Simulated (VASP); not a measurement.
# NaF (Fm-3m) in VASP: notebook

The runs below take NaF through single point, with PBEsol.

Everything below comes from runs of VASP 6.6.1. Logs are shortened: lines on timing, memory, paths and dates and some standing lists are left out, and cuts for length are marked.

### 1 The cell of the first run

The structure is cubic, space group Fm-3m (No. 225). Conventional cell: a = 4.647 Å, b = 4.647 Å, c = 4.647 Å, α = 90.00°, β = 90.00°, γ = 90.00°. Na (site symmetry m-3m) has 6 F at 2.32 Å within 3.1 Å. F (site symmetry m-3m) has 6 Na at 2.32 Å within 3.1 Å.

### 2 Single point, PBEsol

The input, INCAR:

```
SYSTEM = NaF
PREC = Accurate
ENCUT = 520
EDIFF = 1E-7
ISMEAR = 0
SIGMA = 0.05
LREAL = .False.
LASPH = .True.
NELM = 60
ALGO = Normal
ISIF = 2
LWAVE = .False.
LCHARG = .False.
GGA = PS
NBANDS = 14
```

The input, KPOINTS:

```
Automatic mesh
0
Gamma
  8 8 8
  0 0 0
```

The input, POSCAR:

```
NaF
1.0
    0.0000000000      2.3233000000      2.3233000000
    2.3233000000      0.0000000000      2.3233000000
    2.3233000000      2.3233000000      0.0000000000
Na F
1 1
Direct
    0.0000000000      0.0000000000      0.0000000000
    0.5000000000      0.5000000000      0.5000000000
```

Potentials or basis: VASP PAW PBE potentials, release 64 (Na_pv, F).

Run with:

```console
cat potpaw_PBE.64/Na_pv/POTCAR potpaw_PBE.64/F/POTCAR > POTCAR
mpirun -np 1 vasp_std > vasp.out
```

OUTCAR:

```text
SYSTEM = NaF
   PREC = Accurate
   ENCUT = 520
   EDIFF = 1E-7
   ISMEAR = 0
   LREAL = .False.
   LASPH = .True.
   NELM = 60
   ISIF = 2
   GGA = PS

 ion  position               nearest neighbor table
   1  0.000  0.000  0.000-   2 2.32   2 2.32   2 2.32   2 2.32   2 2.32   2 2.32
   2  0.500  0.500  0.500-   1 2.32   1 2.32   1 2.32   1 2.32   1 2.32   1 2.32

  LATTYP: Found a face centered cubic cell.
 ALAT       =     4.6466000000

  Lattice vectors:

 A1 = (   0.0000000000,   2.3233000000,   2.3233000000)
 A2 = (   2.3233000000,   0.0000000000,   2.3233000000)
 A3 = (   2.3233000000,   2.3233000000,   0.0000000000)

Analysis of symmetry for initial positions (statically):
=====================================================================
 Subroutine PRICEL returns:
 Original cell was already a primitive cell.

 Routine SETGRP: Setting up the symmetry group for a
 face centered cubic supercell.

 Subroutine GETGRP returns: Found 48 space group operations
 (whereof 48 operations were pure point group operations)
 out of a pool of 48 trial point group operations.

The static configuration has the point symmetry O_h .

Analysis of symmetry for dynamics (positions and initial velocities):
=====================================================================
 Subroutine PRICEL returns:
 Original cell was already a primitive cell.

 Routine SETGRP: Setting up the symmetry group for a
 face centered cubic supercell.

 Subroutine GETGRP returns: Found 48 space group operations
 (whereof 48 operations were pure point group operations)
 out of a pool of 48 trial point group operations.

The dynamic configuration has the point symmetry O_h .

 Subroutine INISYM returns: Found 48 space group operations
 (whereof 48 operations are pure point group operations),
 and found     1 'primitive' translations

----------------------------------------------------------------------------------------

                                     Primitive cell

  volume of cell :      25.0811

  direct lattice vectors                    reciprocal lattice vectors
     0.000000000  2.323300000  2.323300000    -0.215211122  0.215211122  0.215211122
     2.323300000  0.000000000  2.323300000     0.215211122 -0.215211122  0.215211122
     2.323300000  2.323300000  0.000000000     0.215211122  0.215211122 -0.215211122

  length of vectors
     3.285642369  3.285642369  3.285642369     0.372756598  0.372756598  0.372756598

  position of ions in fractional coordinates (direct lattice)
     0.000000000  0.000000000  0.000000000
     0.500000000  0.500000000  0.500000000

  ion indices of the primitive-cell ions
   primitive index   ion index
                 1           1
                 2           2

----------------------------------------------------------------------------------------

 KPOINTS: Automatic mesh

Automatic generation of k-mesh.
 Grid dimensions read from file:
 generate k-points for:    8    8    8

 Generating k-lattice:

  Cartesian coordinates                     Fractional coordinates (reciprocal lattice)
    -0.026901390  0.026901390  0.026901390     0.125000000  0.000000000  0.000000000
     0.026901390 -0.026901390  0.026901390     0.000000000  0.125000000  0.000000000
     0.026901390  0.026901390 -0.026901390     0.000000000  0.000000000  0.125000000

  Length of vectors
     0.046594575  0.046594575  0.046594575

  Shift w.r.t. Gamma in fractional coordinates (k-lattice)
     0.000000000  0.000000000  0.000000000

 Subroutine IBZKPT returns following result:
 ===========================================

 Found     29 irreducible k-points:

 Following reciprocal coordinates:
            Coordinates               Weight
  0.000000  0.000000  0.000000      1.000000
  0.125000  0.000000  0.000000      8.000000
  0.250000  0.000000  0.000000      8.000000
  0.375000  0.000000  0.000000      8.000000
  0.500000  0.000000  0.000000      4.000000
  0.125000  0.125000  0.000000      6.000000
[... 16 lines left out ...]
  0.500000  0.250000  0.125000     48.000000
 -0.375000  0.250000  0.125000     24.000000
 [... further k-points ...]
   k-points           NKPTS =     29   k-points in BZ     NKDIM =     29   number of bands    NBANDS=     14
   number of dos      NEDOS =    301   number of ions     NIONS =      2
   total plane-waves  NPLWV =  13824
   dimension x,y,z NGX =    24 NGY =   24 NGZ =   24
   dimension x,y,z NGXF=    48 NGYF=   48 NGZF=   48
   ions per type =               1   1
   NGX,Y,Z   is equivalent  to a cutoff of  12.14, 12.14, 12.14 a.u.
   NGXF,Y,Z  is equivalent  to a cutoff of  24.29, 24.29, 24.29 a.u.
 SYSTEM =  NaF
   PREC   = accura    normal or accurate (medium, high low for compatibility)
   ISTART =      0    job   : 0-new  1-cont  2-samecut
   ICHARG =      2    charge: 1-file 2-atom 10-const
   ISPIN  =      1    spin polarized calculation?
   LNONCOLLINEAR =      F non collinear calculations
   LSORBIT =      F    spin-orbit coupling
   LASPH  =      T    aspherical Exc in radial PAW
   ENCUT  =  520.0 eV  38.22 Ry    6.18 a.u.   6.11  6.11  6.11*2*pi/ulx,y,z
   NELM   =     60;   NELMIN=  2; NELMDL= -5     # of ELM steps
   EDIFF  = 0.1E-06   stopping-criterion for ELM
   LREAL  =      F    real-space projection
   EDIFFG = 0.1E-05   stopping-criterion for IOM
   NSW    =      0    number of steps for IOM
   IBRION =     -1    ionic relax: 0-MD 1-quasi-New 2-CG
   NFREE  =      0    steps in history (QN), initial steepest desc. (CG)
   ISIF   =      2    stress and relaxation
   ISYM   =      2    0-nonsym 1-usesym 2-fastsym
   POTIM  = 0.5000    time-step for ionic-motion
   TEBEG  =    0.0;   TEEND  =   0.0 temperature during run
   PSTRESS=    0.0 pullay stress
   NELECT =      14.0000    total number of electrons
   NUPDOWN=      -1.0000    fix difference up-down
   EMIN   =  10.00;   EMAX   =-10.00  energy-range for DOS
   EFERMI =   0.00;   METHOD = LEGACY
   ISMEAR =     0;   SIGMA  =   0.05  broadening in eV -4-tet -1-fermi 0-gaus
   EFERMI_NEDOS =   21; number of points for ismear=-14 and -15
   IALGO  =     38    algorithm
   IMIX   =      4    mixing-type and parameters
     AMIX     =   0.40;   BMIX     =  1.00
     AMIX_MAG =   1.60;   BMIX_MAG =  1.00
  volume/ion in A,a.u.               =      12.54        84.63
  Fermi-wavevector in a.u.,A,eV,Ry     =   1.347935  2.547227 24.720809  1.816928
  Thomas-Fermi vector in A             =   2.475645
   LORBIT       =      0    0 simple, 1 ext, 2 COOP (PROOUT), +10 PAW based schemes
   GGA     = PS    functional components
   LHFCALC =     F    Hartree Fock is set to
   AEXX    =    0.0000 exact exchange contribution
   IVDW    =     0    specifies the selected vdW correction
   LEPSILON=     F    determine dielectric tensor
   LRPA    =     F    only Hartree local field effects (RPA)
 non-spin polarized calculation
 Gauss-broadening in eV      SIGMA  =   0.05
  energy-cutoff  :      520.00
  volume of cell :       25.08
 maximum number of plane-waves:       692
   NGX = 13   NGY = 13   NGZ = 13

 number of electron      13.9999982 magnetization

 Free energy of the ion-electron system (eV)
  ---------------------------------------------------
  ext. energy  EPLUGINS =         0.00000000
  ---------------------------------------------------
  free energy    TOTEN  =        -8.76867008 eV

  energy without entropy =       -8.76867008  energy(sigma->0) =       -8.76867008

 E-fermi :  -1.9918     XC(G=0):  -9.2931

 val. band max:       -2.2112274605   @ k =   0.0000   0.0000   0.0000
 cond. band min:       3.9083233476   @ k =   0.0000   0.0000   0.0000
 fundamental gap:      6.1195508081
 Fermi energy:        -1.9918385488

 k-point     1 :       0.0000    0.0000    0.0000
  band No.  band energies     occupation
      1     -21.2538      2.00000
      2     -21.0046      2.00000
      3     -21.0046      2.00000
      4     -21.0046      2.00000
      5      -2.2112      2.00000
      6      -2.2112      2.00000
      7      -2.2112      2.00000
      8       3.9083      0.00000
      9      16.5756      0.00000
     10      16.5756      0.00000
     11      16.5756      0.00000
     12      19.2423      0.00000
     13      21.6196      0.00000
     14      21.6196      0.00000

 k-point     2 :       0.1250    0.0000    0.0000
  band No.  band energies     occupation
      1     -21.4483      2.00000
      2     -21.0065      2.00000
      3     -21.0065      2.00000
      4     -20.7905      2.00000
      5      -2.5110      2.00000
      6      -2.2492      2.00000
      7      -2.2492      2.00000
      8       4.4557      0.00000
      9      14.8005      0.00000
     10      16.8107      0.00000
     11      16.8107      0.00000
     12      21.0337      0.00000
     13      21.0337      0.00000
     14      21.1709      0.00000

 k-point     3 :       0.2500    0.0000    0.0000
  band No.  band energies     occupation
      1     -21.6722      2.00000
      2     -21.0108      2.00000
      3     -21.0108      2.00000
      4     -20.5167      2.00000
      5      -3.1174      2.00000
      6      -2.3397      2.00000
      7      -2.3397      2.00000
      8       5.7704      0.00000
      9      12.7060      0.00000
     10      17.3261      0.00000
     11      17.3261      0.00000
     12      20.3632      0.00000
     13      20.3632      0.00000
     14      21.8854      0.00000
[... 324 lines left out ...]
 k-point    23 :       0.5000    0.2500    0.1250
  band No.  band energies     occupation
      1     -21.6937      2.00000
      2     -21.0561      2.00000
      3     -21.0286      2.00000
      4     -20.4160      2.00000
      5      -3.4577      2.00000
      6      -2.7146      2.00000
      7      -2.5099      2.00000
      8       8.2473      0.00000
      9      11.1459      0.00000
     10      15.0115      0.00000
     11      16.8496      0.00000
     12      19.1498      0.00000
     13      21.2100      0.00000
     14      25.3375      0.00000

 k-point    24 :      -0.3750    0.2500    0.1250
  band No.  band energies     occupation
      1     -21.7085      2.00000
      2     -21.0593      2.00000
      3     -21.0357      2.00000
      4     -20.3851      2.00000
      5      -3.5295      2.00000
      6      -2.7924      2.00000
      7      -2.5483      2.00000
      8       9.3496      0.00000
      9      10.2943      0.00000
     10      14.7199      0.00000
     11      16.5469      0.00000
     12      19.7380      0.00000
     13      20.7963      0.00000
     14      25.5646      0.00000

 [... further k-points ...]

------------------------ aborting loop because EDIFF is reached ----------------------------------------

  FORCE on cell =-STRESS in cart. coord.  units (eV):
  Direction    XX          YY          ZZ          XY          YZ          ZX
  --------------------------------------------------------------------------------------
  -------------------------------------------------------------------------------------
  Total       -0.0857510     -0.0857510     -0.0857510      0.0000000      0.0000000     -0.0000000
  in kB       -5.4777695     -5.4777695     -5.4777695      0.0000000      0.0000000     -0.0000000
  external PRESSURE =      -5.4777695 kB  Pullay stress =       0.0000000 kB

 VOLUME and BASIS-vectors are now :
 -----------------------------------------------------------------------------
  energy-cutoff  :      520.00
  volume of cell :       25.08
      direct lattice vectors                 reciprocal lattice vectors
     0.000000000  2.323300000  2.323300000    -0.215211122  0.215211122  0.215211122
     2.323300000  0.000000000  2.323300000     0.215211122 -0.215211122  0.215211122
     2.323300000  2.323300000  0.000000000     0.215211122  0.215211122 -0.215211122

 POSITION                                       TOTAL-FORCE (eV/Angst)
 -----------------------------------------------------------------------------------
      0.00000      0.00000      0.00000        -0.000000      0.000000      0.000000
      2.32330      2.32330      2.32330         0.000000     -0.000000      0.000000
 -----------------------------------------------------------------------------------
    total drift:                                0.000000     -0.000000      0.000000

  FREE ENERGIE OF THE ION-ELECTRON SYSTEM (eV)
  ---------------------------------------------------
  free  energy   TOTEN  =        -8.7686700825 eV

  energy  without entropy=       -8.7686700825  energy(sigma->0) =       -8.76867008
```

Wall time 5.1 s (1 thread of Intel Xeon Platinum 8488C (Sapphire Rapids), shared host); peak memory 0.13 GiB.

Results:

```
Free energy            : -8.7687 eV
Pressure               : -0.5 GPa
Band gap on the k mesh : 6.12 eV, direct
```

Caveat: the PAW data sets were made with another functional, which shifts forces and pressure a little.

### 3 Single point, PBEsol

The input, INCAR:

```
ALGO = Normal
EDIFF = 1E-6
ENCUT = 520
GGA = PS
ISIF = 2
ISMEAR = 0
LASPH = T
LCHARG = T
LELF = T
LREAL = F
LVHAR = T
LWAVE = F
NBANDS = 14
NELM = 80
PREC = Accurate
SIGMA = 0.05
```

The input, KPOINTS:

```
k-points
0
Gamma
  10 10 10
```

POSCAR is that of step 2.

Potentials or basis: VASP PAW PBE potentials, release 64 (Na_pv, F).

Run with:

```console
cat potpaw_PBE.64/Na_pv/POTCAR potpaw_PBE.64/F/POTCAR > POTCAR
mpirun -np 1 vasp_std > vasp.out
```

OUTCAR:

```text
EDIFF = 1E-6
   ENCUT = 520
   GGA = PS
   ISIF = 2
   ISMEAR = 0
   LASPH = T
   LREAL = F
   NELM = 80
   PREC = Accurate

 ion  position               nearest neighbor table
   1  0.000  0.000  0.000-   2 2.32   2 2.32   2 2.32   2 2.32   2 2.32   2 2.32
   2  0.500  0.500  0.500-   1 2.32   1 2.32   1 2.32   1 2.32   1 2.32   1 2.32

  LATTYP: Found a face centered cubic cell.
 ALAT       =     4.6466000000

  Lattice vectors:

 A1 = (   0.0000000000,   2.3233000000,   2.3233000000)
 A2 = (   2.3233000000,   0.0000000000,   2.3233000000)
 A3 = (   2.3233000000,   2.3233000000,   0.0000000000)

Analysis of symmetry for initial positions (statically):
=====================================================================
 Subroutine PRICEL returns:
 Original cell was already a primitive cell.

 Routine SETGRP: Setting up the symmetry group for a
 face centered cubic supercell.

 Subroutine GETGRP returns: Found 48 space group operations
 (whereof 48 operations were pure point group operations)
 out of a pool of 48 trial point group operations.

The static configuration has the point symmetry O_h .

Analysis of symmetry for dynamics (positions and initial velocities):
[... 175 lines left out ...]
      8       3.9080      0.00000
      9      16.5753      0.00000
     10      16.5753      0.00000
     11      16.5753      0.00000
     12      19.2411      0.00000
     13      21.6194      0.00000
     14      21.6194      0.00000
[... 377 lines left out ...]
      1     -21.5056      2.00000
      2     -21.0526      2.00000
      3     -21.0447      2.00000
      4     -20.6286      2.00000
      5      -3.3961      2.00000
      6      -2.5951      2.00000
      7      -2.5387      2.00000
      8       8.1655      0.00000
      9      11.4008      0.00000
     10      14.3255      0.00000
     11      17.1758      0.00000
     12      17.2122      0.00000
     13      22.9951      0.00000
     14      24.2444      0.00000

 [... further k-points ...]

------------------------ aborting loop because EDIFF is reached ----------------------------------------

  FORCE on cell =-STRESS in cart. coord.  units (eV):
  Direction    XX          YY          ZZ          XY          YZ          ZX
  --------------------------------------------------------------------------------------
  -------------------------------------------------------------------------------------
  Total       -0.0979209     -0.0979209     -0.0979209      0.0000000      0.0000000      0.0000000
  in kB       -6.2551861     -6.2551861     -6.2551861      0.0000000      0.0000000      0.0000000
  external PRESSURE =      -6.2551861 kB  Pullay stress =       0.0000000 kB

 VOLUME and BASIS-vectors are now :
 -----------------------------------------------------------------------------
  energy-cutoff  :      520.00
  volume of cell :       25.08
      direct lattice vectors                 reciprocal lattice vectors
     0.000000000  2.323300000  2.323300000    -0.215211122  0.215211122  0.215211122
     2.323300000  0.000000000  2.323300000     0.215211122 -0.215211122  0.215211122
     2.323300000  2.323300000  0.000000000     0.215211122  0.215211122 -0.215211122

 POSITION                                       TOTAL-FORCE (eV/Angst)
 -----------------------------------------------------------------------------------
      0.00000      0.00000      0.00000        -0.000000      0.000000     -0.000000
      2.32330      2.32330      2.32330         0.000000     -0.000000      0.000000
 -----------------------------------------------------------------------------------
    total drift:                                0.000000     -0.000000      0.000000

  FREE ENERGIE OF THE ION-ELECTRON SYSTEM (eV)
  ---------------------------------------------------
  free  energy   TOTEN  =        -8.7686894128 eV

  energy  without entropy=       -8.7686894128  energy(sigma->0) =       -8.76868941
```

stdout:

```text
POSCAR found type information on POSCAR NaF
 POSCAR found :  2 types and       2 ions
 scaLAPACK will be used
 -----------------------------------------------------------------------------
|                                                                             |
|                                                                             |
|     You enforced a specific xc type in the INCAR file but a different       |
|     I HOPE YOU KNOW WHAT YOU ARE DOING!                                     |
|                                                                             |
 -----------------------------------------------------------------------------

 LDA part: xc-table for (Slater+PW92), standard interpolation
 POSCAR, INCAR and KPOINTS ok, starting setup
 FFT: planning ... GRIDC
 FFT: planning ... GRID_SOFT
 FFT: planning ... GRID
 WAVECAR not read
 entering main loop
```

It took 7 s on 1 thread of Intel Xeon Platinum 8488C (Sapphire Rapids), shared host; peak memory 0.14 GiB.

Results:

```
Free energy            : -8.7687 eV
Pressure               : -0.6 GPa
Band gap on the k mesh : 6.12 eV, direct
```

Caveat: the PAW data sets were made with another functional, which shifts forces and pressure a little. A k mesh can miss the band edges.
